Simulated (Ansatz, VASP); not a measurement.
## Two plane-wave programs on ZnF2

File INCAR:

```
PREC = Accurate ; ENCUT = 600
EDIFF = 1E-6 ; ISMEAR = -1
SIGMA = 0.1 ; LREAL = False
LASPH = True ; NELM = 120
ALGO = Normal ; ISIF = 2
LWAVE = False ; LCHARG = False
GGA = PE ; NBANDS = 35
GGA_COMPAT = False
```

File KPOINTS:

```
Automatic mesh
0
Gamma
  6 6 8
```

The input POSCAR:

```
ZnF2
1.0
    4.6568030000      0.0000000000      0.0000000000
    0.0000000000      4.6568030000      0.0000000000
    0.0000000000      0.0000000000      3.1022920000
Zn F
2 4
Direct
    0.0000000000      0.0000000000      0.0000000000
    0.5000000000      0.5000000000      0.5000000000
    0.3035000000      0.3035000000      0.0000000000
    0.1965000000      0.8035000000      0.5000000000
    0.6965000000      0.6965000000      0.0000000000
    0.8035000000      0.1965000000      0.5000000000
```

Input for Ansatz:

```yaml
crystal:
  lattice:
    - [4.656803, 0.0, 0.0]
    - [0.0, 4.656803, 0.0]
    - [0.0, 0.0, 3.102292]
  atoms:
    - { symbol: Zn, position: [0.0, 0.0, 0.0] }
    - { symbol: Zn, position: [0.5, 0.5, 0.5] }
    - { symbol: F, position: [0.3035, 0.3035, 0.0] }
    - { symbol: F, position: [0.1965, 0.8035, 0.5] }
    - { symbol: F, position: [0.6965, 0.6965, 0.0] }
    - { symbol: F, position: [0.8035, 0.1965, 0.5] }
  symmetry: { tolerance: 0.0003 }
kpoints:
  mp_grid: { grid: [6, 6, 8], shift: [0, 0, 0] }
  band_path:
    path:
      - [0.0, 0.0, 0.0]
      - [0.0, 0.5, 0.0]
      - [0.5, 0.5, 0.0]
      - [0.0, 0.0, 0.0]
      - [0.0, 0.0, 0.5]
      - [0.0, 0.5, 0.5]
      - [0.5, 0.5, 0.5]
      - [0.0, 0.0, 0.5]
      - [0.0, 0.5, 0.0]
      - [0.0, 0.5, 0.5]
      - [0.5, 0.5, 0.0]
    npoints: 6
magnetization:
  spin_polarized: false
scf:
  occupations: { method: fermi_dirac }
  lower_state_search: "off"
  max_iter: 200
hamiltonian:
  pseudopotentials: { kind: paw }
  xc: pbe
basis:
  ecutwfc: 420
  fft_grid_basis: typed
output:
  forces: true
  stress: true
  eigenvalues: true
  bader: true
  populations: true
  elf: true
  write_potential: true
  volumetric_format: npy
  dos:
    e_range: [-12, 8]
    de: 0.05
    projected: { site_lists: { F: [F], Zn: [Zn] } }
checkpoint:
  read: saved_state
```

Alike in both runs: task single point; functional PBE; k mesh 6 × 6 × 8; no spin polarisation.

```csv
,VASP,Ansatz
version,VASP 6.6.1,Ansatz 0.2.0
potentials or method,"VASP PAW PBE potentials, release 64 (Zn, F), cutoff 600 eV",PAW plane waves
occupations,"fermi-dirac, width 0.1 eV",fermi-dirac
valence electrons in the cell,52,52
```

Ansatz gave:

| Property | Result |
| --- | --- |
| pressure (GPa) | 10.3 |
| traceless stress, the component that is largest in VASP (GPa) | 1.00 |
| rms of the force components (eV/Å) | 0.045 |

Task: What did VASP give for the same quantities?

Result: Pressure (GPa): 10.8; traceless stress, the component that is largest in VASP (GPa): 1.22; rms of the force components (eV/Å): 0.051.

Atom by atom the forces differ by 0.006 eV/Å (rms over components).
